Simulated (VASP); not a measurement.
Set up this calculation in VASP 6.6.1, as the native input.

| Property | Result |
| --- | --- |
| Task | single point |
| Functional | PBEsol |
| Potentials or basis | VASP PAW PBE potentials, release 64 (Hg) |
| Cutoff | 520 eV |
| k mesh | 6 × 6 × 4 |
| Occupations | gaussian, width 0.1 eV |
| Spin | no spin polarisation |
| Dipole correction | no |
| Further INCAR settings | ALGO = Normal; EDIFF = 1e-06; NBANDS = 25 |

The structure of Hg lies in POSCAR:

```
Hg
1.0
    4.1719427208      0.0000000000      0.0000000000
   -2.0859713604      3.6130083793      0.0000000000
    0.0000000000      0.0000000000      5.0736596658
Hg
3
Direct
    0.3333192295      0.0000000000      0.3333333333
    0.0000000000      0.3333192295      0.6666666667
    0.6666807705      0.6666807705      0.0000000000
```

One way to write it, as run:

INCAR

```
PREC = Accurate
ENCUT = 520
EDIFF = 1E-6
ISMEAR = 0
SIGMA = 0.1
LREAL = False
LASPH = True
NELM = 100
ALGO = Normal
ISIF = 2
LWAVE = False
LCHARG = False
GGA = PS
NBANDS = 25
```

KPOINTS

```
regular mesh
0
Gamma
  6 6 4
```

Potentials or basis: VASP PAW PBE potentials, release 64 (Hg).

Run with:

```console
$ cat potpaw_PBE.64/Hg/POTCAR > POTCAR
$ mpirun -np 1 vasp_std > vasp.out
```

It gave:

```
Pressure               : 0.3 GPa
Band gap on the k mesh : zero (band 18 reaches 6.94 eV, above the bottom of band 19 at 0.09 eV)
```

Caveat: the PAW data sets were made with another functional, which shifts forces and pressure a little; spin-orbit coupling is left out, which moves the levels of the heavy elements.

It took 31 s on 1 thread of Intel(R) Xeon(R) Platinum 8175M CPU @ 2.50GHz (Skylake/Cascade Lake) (shared host), peak memory 0.2 GiB.
